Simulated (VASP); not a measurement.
# Sb (Fd-3m) in VASP: further runs, part 2 of 2

VASP 6.6.1. The steps go on from the part before.

## 4. Single point, PBE

This run uses another cell than the first one, of 44.49 Å³/atom, 1.020 times its volume.

INCAR reads:

```
  PREC = Accurate
  ENCUT = 520
  EDIFF = 1E-6
  ISMEAR = -1
  SIGMA = 0.06122561905347299
  LREAL = False
  LASPH = True
  NELM = 60
  ALGO = Normal
  ISIF = 2
  LWAVE = False
  LCHARG = False
  GGA = PE
  NBANDS = 12
```

KPOINTS reads:

```
regular mesh
0
Gamma
  14 14 14
```

POSCAR reads:

```
Sb
1.0
    0.0000000000      3.5433727768      3.5433727768
    3.5433727768      0.0000000000      3.5433727768
    3.5433727768      3.5433727768      0.0000000000
Sb
2
Direct
    0.0000000000      0.0000000000      0.0000000000
    0.2500000000      0.2500000000      0.2500000000
```

Potentials or basis: VASP PAW PBE potentials, release 64 (Sb).

Launch:

```
> cat potpaw_PBE.64/Sb/POTCAR > POTCAR
> mpirun -np 1 vasp_std > vasp.out
```

OUTCAR:

```text
PREC = Accurate
   ENCUT = 520
   EDIFF = 1E-6
   ISMEAR = -1
   LREAL = False
   LASPH = True
   NELM = 60
   ISIF = 2
   GGA = PE

 ion  position               nearest neighbor table
   1  0.000  0.000  0.000-   2 3.07   2 3.07   2 3.07   2 3.07
   2  0.250  0.250  0.250-   1 3.07   1 3.07   1 3.07   1 3.07

  LATTYP: Found a face centered cubic cell.
 ALAT       =     7.0867455536

  Lattice vectors:

 A1 = (   0.0000000000,   3.5433727768,   3.5433727768)
 A2 = (   3.5433727768,   0.0000000000,   3.5433727768)
 A3 = (   3.5433727768,   3.5433727768,   0.0000000000)

Analysis of symmetry for initial positions (statically):
=====================================================================
 Subroutine PRICEL returns:
 Original cell was already a primitive cell.

 Routine SETGRP: Setting up the symmetry group for a
 face centered cubic supercell.

 Subroutine GETGRP returns: Found 48 space group operations
 (whereof 24 operations were pure point group operations)
 out of a pool of 48 trial point group operations.

The static configuration has the point symmetry T_d .
 The point group associated with its full space group is O_h .

[... 166 lines left out ...]
 Fermi energy:         3.4990237598

 k-point     1 :       0.0000    0.0000    0.0000
  band No.  band energies     occupation
      1      -7.6911      2.00000
      2      -2.0585      2.00000
      3       1.8216      2.00000
      4       1.8216      2.00000
      5       1.8216      2.00000
      6       4.0549      0.00023
      7       4.0549      0.00023
      8       4.0549      0.00023
      9       7.4710      0.00000
     10       9.8333      0.00000
     11       9.8333      0.00000
     12      11.0360      0.00000
[... 331 lines left out ...]
 k-point    24 :       0.2857    0.1429    0.0000
  band No.  band energies     occupation
      1      -7.2228      2.00000
      2      -3.4267      2.00000
      3       0.9173      2.00000
      4       1.0516      2.00000
      5       2.5589      2.00000
      6       3.8978      0.00296
      7       5.2967      0.00000
      8       5.4893      0.00000
      9       8.3716      0.00000
     10       9.2158      0.00000
     11      10.0416      0.00000
     12      11.2481      0.00000

 [... further k-points ...]
[... 5 lines left out ...]
  --------------------------------------------------------------------------------------
  -------------------------------------------------------------------------------------
  Total       -0.6690758     -0.6690758     -0.6690758      0.0000000      0.0000000      0.0000000
  in kB      -12.0477337    -12.0477337    -12.0477337      0.0000000      0.0000000      0.0000000
  external PRESSURE =     -12.0477337 kB  Pullay stress =       0.0000000 kB

 VOLUME and BASIS-vectors are now :
 -----------------------------------------------------------------------------
  energy-cutoff  :      520.00
  volume of cell :       88.98
      direct lattice vectors                 reciprocal lattice vectors
     0.000000000  3.543372777  3.543372777    -0.141108495  0.141108495  0.141108495
     3.543372777  0.000000000  3.543372777     0.141108495 -0.141108495  0.141108495
     3.543372777  3.543372777  0.000000000     0.141108495  0.141108495 -0.141108495

 POSITION                                       TOTAL-FORCE (eV/Angst)
 -----------------------------------------------------------------------------------
      0.00000      0.00000      0.00000         0.000000     -0.000000     -0.000000
      1.77169      1.77169      1.77169        -0.000000      0.000000      0.000000
 -----------------------------------------------------------------------------------
    total drift:                               -0.000000      0.000000      0.000000

  FREE ENERGIE OF THE ION-ELECTRON SYSTEM (eV)
  ---------------------------------------------------
  free  energy   TOTEN  =        -7.6570576764 eV

  energy  without entropy=       -7.6449595762  energy(sigma->0) =       -7.65100863
```

OSZICAR:

```text
N       E                     dE             d eps       ncg     rms          rms(c)
DAV:   1     0.276075879634E+02    0.27608E+02   -0.31942E+03  2496   0.602E+02
DAV:   2    -0.583286755893E+01   -0.33440E+02   -0.32456E+02  3244   0.962E+01
DAV:   3    -0.765122668106E+01   -0.18184E+01   -0.18083E+01  3148   0.234E+01
DAV:   4    -0.767353928153E+01   -0.22313E-01   -0.22311E-01  2764   0.319E+00
DAV:   5    -0.767401058175E+01   -0.47130E-03   -0.47130E-03  3116   0.505E-01    0.235E+00
DAV:   6    -0.766324499580E+01    0.10766E-01   -0.55843E-03  2756   0.412E-01    0.140E+00
DAV:   7    -0.765662910774E+01    0.66159E-02   -0.14049E-02  2656   0.631E-01    0.748E-02
DAV:   8    -0.765698443244E+01   -0.35532E-03   -0.61819E-04  2652   0.143E-01    0.166E-02
DAV:   9    -0.765704623304E+01   -0.61801E-04   -0.69202E-05  2868   0.453E-02    0.822E-03
DAV:  10    -0.765705641892E+01   -0.10186E-04   -0.13003E-05  2668   0.184E-02    0.485E-03
DAV:  11    -0.765705756551E+01   -0.11466E-05   -0.87316E-07  2880   0.478E-03    0.963E-04
DAV:  12    -0.765705767638E+01   -0.11087E-06   -0.13946E-07  1752   0.207E-03
   1 F= -.76570577E+01 E0= -.76510086E+01  d E =-.120981E-01
```

stdout:

```text
POSCAR found type information on POSCAR Sb
 POSCAR found :  1 types and       2 ions
 scaLAPACK will be used
 LDA part: xc-table for (Slater+PW92), standard interpolation
 POSCAR, INCAR and KPOINTS ok, starting setup
 FFT: planning ... GRIDC
 FFT: planning ... GRID_SOFT
 FFT: planning ... GRID
 WAVECAR not read
 entering main loop
```

Wall time 89 s (1 thread of AMD EPYC 7R43 (Zen 3), shared host); peak memory 0.25 GiB.

Results:

```yaml
Free_energy: -7.6571 eV
Pressure: -1.2 GPa
Band_gap_on_the_k_mesh: zero (band 5 reaches 4.12 eV, above the bottom of band 6 at 3.10 eV)
```

Caveat: spin-orbit coupling is left out, which moves the levels of the heavy elements.

## 5. Single point, PBE

This run uses another cell than the first one, of 45.34 Å³/atom, 1.039 times its volume.

INCAR reads:

```
PREC     = Accurate       # precision mode
ENCUT    = 520            # plane-wave cutoff, eV
EDIFF    = 1E-6           # SCF threshold, eV
ISMEAR   = -1             # smearing method
SIGMA    = 0.06122561905347299 # smearing width, eV
LREAL    = False          # projectors in reciprocal space
LASPH    = True           # aspherical terms in the spheres
NELM     = 100            # most SCF steps
ALGO     = Normal         # electronic algorithm
ISIF     = 2              # what is computed and relaxed
LWAVE    = False          # write WAVECAR
LCHARG   = False          # write CHGCAR
GGA      = PE             # functional
NBANDS   = 12             # bands
```

KPOINTS reads:

```
Automatic mesh
0
Gamma
  14 14 14
```

POSCAR reads:

```
Sb
1.0
    0.0000000000      3.5659426387      3.5659426387
    3.5659426387      0.0000000000      3.5659426387
    3.5659426387      3.5659426387      0.0000000000
Sb
2
Direct
    0.0000000000      0.0000000000      0.0000000000
    0.2500000000      0.2500000000      0.2500000000
```

Launch:

```
> cat potpaw_PBE.64/Sb/POTCAR > POTCAR
> mpirun -np 1 vasp_std > vasp.out
```

Wall time 90 s (1 thread of AMD EPYC 7R43 (Zen 3), shared host); peak memory 0.25 GiB.

The run converged. Its results:

```
Free energy            : -7.6416 eV
Pressure               : -1.7 GPa
Band gap on the k mesh : zero (band 5 reaches 3.93 eV, above the bottom of band 6 at 2.96 eV)
```

Levels at points of the mesh, in eV from the Fermi level:
| k point | band 1 | band 2 | band 3 | band 4 | band 5 | band 6 | band 7 | band 8 | band 9 | band 10 |
| --- | --- | --- | --- | --- | --- | --- | --- | --- | --- | --- |
| (0.00, 0.00, 0.00) | -11.08 | -5.63 | -1.64 | -1.64 | -1.64 | 0.57 | 0.57 | 0.57 | 3.98 | 6.33 |
| (0.50, 0.00, 0.00) | -10.12 | -7.93 | -2.35 | -2.35 | -2.14 | 1.56 | 1.56 | 3.65 | 5.60 | 6.20 |
| (0.50, 0.50, 0.00) | -9.10 | -9.10 | -3.12 | -3.12 | -0.38 | -0.38 | 3.87 | 3.87 | 5.95 | 5.95 |

Caveat: spin-orbit coupling is left out, which moves the levels of the heavy elements.

## 6. Single point, PBE

This run uses another cell than the first one, of 45.34 Å³/atom, 1.039 times its volume.

INCAR reads:

```
SYSTEM = Sb
PREC = Accurate ; ENCUT = 520
EDIFF = 1E-6 ; ISMEAR = -1
SIGMA = 0.06122561905347299 ; LREAL = .FALSE.
LASPH = .TRUE. ; NELM = 60
ALGO = Normal ; ISIF = 2
LWAVE = .FALSE. ; LCHARG = .TRUE.
GGA = PE ; LELF = .TRUE.
LVHAR = .TRUE. ; NBANDS = 12
```

KPOINTS reads:

```
Automatic mesh
0
G
  14 14 14
  0 0 0
```

POSCAR is that of step 5.

Potentials or basis: VASP PAW PBE potentials, release 64 (Sb).

Launch:

```
> cat potpaw_PBE.64/Sb/POTCAR > POTCAR
> mpirun -np 1 vasp_std > vasp.out
```

It took 78 s on 1 thread of AMD EPYC 7R43 (Zen 3), shared host; peak memory 0.25 GiB.

It converged, with:

* Free energy: -7.6416 eV
* Pressure: -1.7 GPa
* Band gap on the k mesh: zero (band 5 reaches 3.93 eV, above the bottom of band 6 at 2.96 eV)

Levels at points of the mesh, in eV from the Fermi level:
```csv
k point,band 3,band 4,band 5,band 6,band 7,band 8
"(0.00, 0.00, 0.00)",-1.64,-1.64,-1.64,0.57,0.57,0.57
"(0.50, 0.00, 0.00)",-2.35,-2.35,-2.14,1.56,1.56,3.65
"(0.50, 0.50, 0.00)",-3.12,-3.12,-0.38,-0.38,3.87,3.87
```

Caveat: spin-orbit coupling is left out, which moves the levels of the heavy elements.

## 7. The runs side by side

| cell | gap on the mesh (eV) | pressure (GPa) |
| --- | --- | --- |
| a = 4.979 Å, angles 60.0°, 2 atoms | none | -0.7 |
| a = 5.011 Å, angles 60.0°, 2 atoms | none | -1.2 |
| a = 5.043 Å, angles 60.0°, 2 atoms | none | -1.7 |

Alike in all rows: task single point; level PBE; potentials or basis VASP PAW PBE potentials, release 64 (Sb); no spin polarisation; k mesh 14 × 14 × 14; cutoff (eV) 520; smearing fermi-dirac 0.0612256 eV.

Caveats: spin-orbit coupling is left out, which moves the levels of the heavy elements.

Total energies depend on the potentials used, so only differences within one code and one set of settings carry meaning.
